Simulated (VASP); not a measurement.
Wanted: the native input for a VASP 6.6.1 run.

```
Task                   : single point
Functional             : r2SCAN
Potentials or basis    : VASP PAW PBE potentials, release 64 (Si)
Cutoff                 : 520 eV
k mesh                 : 24 × 24 × 14
Occupations            : gaussian, width 0.15 eV
Spin                   : no spin polarisation
Dipole correction      : no
Further INCAR settings : ALGO = Normal; EDIFF = 1e-06; NBANDS = 11
```

Si:

```xyz
2
Lattice="2.6392 0.0000 0.0000 -1.3196 2.2856 0.0000 0.0000 0.0000 4.5532" Properties=species:S:1:pos:R:3 pbc="T T T"
Si   -0.0325    1.5237    1.1383
Si    1.3521    0.7619    3.4149
```

This cell differs from its parent crystal: atoms displaced along a vibrational mode.

The input as run:

POSCAR

```
Si
1.0
    2.6391948715      0.0000000000      0.0000000000
   -1.3195974358      2.2856098043      0.0000000000
    0.0000000000      0.0000000000      4.5531575356
Si
2
Direct
    0.3210189717      0.6666666667      0.2500000000
    0.6789810283      0.3333333333      0.7500000000
```

INCAR.step1

```
ALGO = Normal
EDIFF = 1E-4
ENCUT = 520
GGA = PE
ISMEAR = 0
LASPH = True
LCHARG = False
LREAL = False
LWAVE = True
NBANDS = 11
NELM = 80
PREC = Accurate
SIGMA = 0.15
```

INCAR.step2

```
ALGO = Normal
EDIFF = 1E-6
ENCUT = 520
ISIF = 2
ISMEAR = 0
ISTART = 1
LASPH = True
LCHARG = False
LMIXTAU = True
LREAL = False
LWAVE = False
METAGGA = R2SCAN
NBANDS = 11
NELM = 80
PREC = Accurate
SIGMA = 0.15
```

KPOINTS

```
k-points
0
Gamma
  24 24 14
```

Potentials or basis: VASP PAW PBE potentials, release 64 (Si).

Run with:

```sh
$ cat potpaw_PBE.64/Si/POTCAR > POTCAR
$ cp INCAR.step1 INCAR
$ mpirun -np 1 vasp_std > vasp.out
$ cp INCAR.step2 INCAR
$ mpirun -np 1 vasp_std > vasp.out
```

It gave:

```yaml
Pressure: 0.0 GPa
Largest_force: 0.037 eV/Å
Band_gap_on_the_k_mesh: zero (bands 4 and 5 overlap by 14.19 eV)
```

Caveat: the cell differs from its parent crystal (atoms displaced along a vibrational mode); the PAW data sets were made with another functional, which shifts forces and pressure a little.

Wall time 38 min on 1 thread of Intel Xeon 8259CL (shared host), peak memory 0.61 GiB.
